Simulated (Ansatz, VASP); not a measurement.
Ga2O3 in VASP and in Ansatz

Contents of INCAR:

```
ALGO = Normal
EDIFF = 1E-6
EDIFFG = -0.01
ENCUT = 600
GGA = PE
IBRION = 2
ISIF = 3
ISMEAR = 0
LASPH = True
LCHARG = False
LREAL = False
LWAVE = False
NELM = 60
NSW = 100
PREC = Accurate
SIGMA = 0.02
```

File KPOINTS:

```
k-points
0
Gamma
  6 6 10
```

POSCAR

```
Ga2O3
1.0
    5.2870487173      0.0000000000      0.0000000000
   -2.6435243587      4.5787185002      0.0000000000
    0.0000000000      0.0000000000      2.6554925514
Ga O
2 3
Direct
    0.6666666667      0.3333333333      0.0000000000
    0.3333333333      0.6666666667      0.0000000000
    0.5000000000      0.5000000000      0.5000000000
    0.5000000000      0.0000000000      0.5000000000
    0.0000000000      0.5000000000      0.5000000000
```

Input for Ansatz:

```yaml
crystal:
  lattice:
    - [5.2870487173, 0.0, 0.0]
    - [-2.6435243587, 4.5787185002, 0.0]
    - [0.0, 0.0, 2.6554925514]
  atoms:
    - { symbol: Ga, position: [0.6666666667, 0.3333333333, 0.0] }
    - { symbol: Ga, position: [0.3333333333, 0.6666666667, 0.0] }
    - { symbol: O, position: [0.5, 0.5, 0.5] }
    - { symbol: O, position: [0.5, 0.0, 0.5] }
    - { symbol: O, position: [0.0, 0.5, 0.5] }
basis:
  ecutwfc: 420
kpoints:
  mp_grid: { grid: [6, 6, 10] }
hamiltonian:
  xc: pbe
scf:
  occupations: { method: gaussian, width: 0.02 }
output:
  forces: true
  stress: true
  eigenvalues: true
relax:
  adjacent_minimum: "off"
  f_tol: 0.01
  max_steps: 80
  cell: { stress_tol: 0.05 }
```

Change from the starting cell: ordered vacancies on the cation sites of tungsten carbide (P-62m, No. 189).

Alike in both runs: task relaxation of cell and atoms; functional PBE; k mesh 6 × 6 × 10; occupations gaussian, width 0.02 eV; no spin polarisation.

```csv
,VASP,Ansatz
version,VASP 6.6.1,Ansatz 0.2.0
potentials or method,"VASP PAW PBE potentials, release 64 (Ga_d, O), cutoff 600 eV","scalar-relativistic, plane waves, PAW"
valence electrons in the cell,44,44
```

Ansatz gave:

| Property | Result |
| --- | --- |
| gap on the k mesh at the Fermi level, each at its own relaxed structure (eV) | 1.08 |
| relaxed volume (Å³/atom) | 12.88 |
| relaxed length of the cell vector where the two differ most in proportion (Å) | 2.656 |

Task: What did VASP give for the same quantities?

Result: gap on the k mesh at the Fermi level, each at its own relaxed structure (eV): 1.02; relaxed volume (Å³/atom): 12.93; relaxed length of the cell vector where the two differ most in proportion (Å): 2.660.
